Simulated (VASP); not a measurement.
Here is a VASP 6.6.1 calculation.

INCAR

```
SYSTEM = SiC
PREC = Accurate
ENCUT = 520
EDIFF = 1E-7
ISMEAR = -1
SIGMA = 0.08
LREAL = .FALSE.
LASPH = .TRUE.
NELM = 80
ALGO = Normal
ISIF = 2
LWAVE = .FALSE.
LCHARG = .TRUE.
GGA = PE
LELF = .TRUE.
LVHAR = .TRUE.
NBANDS = 11
```

Contents of KPOINTS:

```
Automatic mesh
0
G
  14 14 14
  0 0 0
```

Contents of POSCAR:

```
SiC
1.0
    2.6407629375      0.0000000000      0.0000000000
    0.0000000000      2.6407629375      0.0000000000
    0.0000000000      0.0000000000      2.6407629375
Si C
1 1
Direct
    0.0000000000      0.0000000000      0.0000000000
    0.5000000000      0.5000000000      0.5000000000
```

Potentials or basis: VASP PAW PBE potentials, release 64 (Si, C).

Command:

```console
$ cat potpaw_PBE.64/Si/POTCAR potpaw_PBE.64/C/POTCAR > POTCAR
$ mpirun -np 1 vasp_std > vasp.out
```

(1) What does it give for the pressure?

(2) What does it give for the band gap on the k mesh?

## Answers

(1) 0.1 GPa.

(2) zero (band 4 reaches 12.32 eV, above the bottom of band 5 at 8.35 eV).
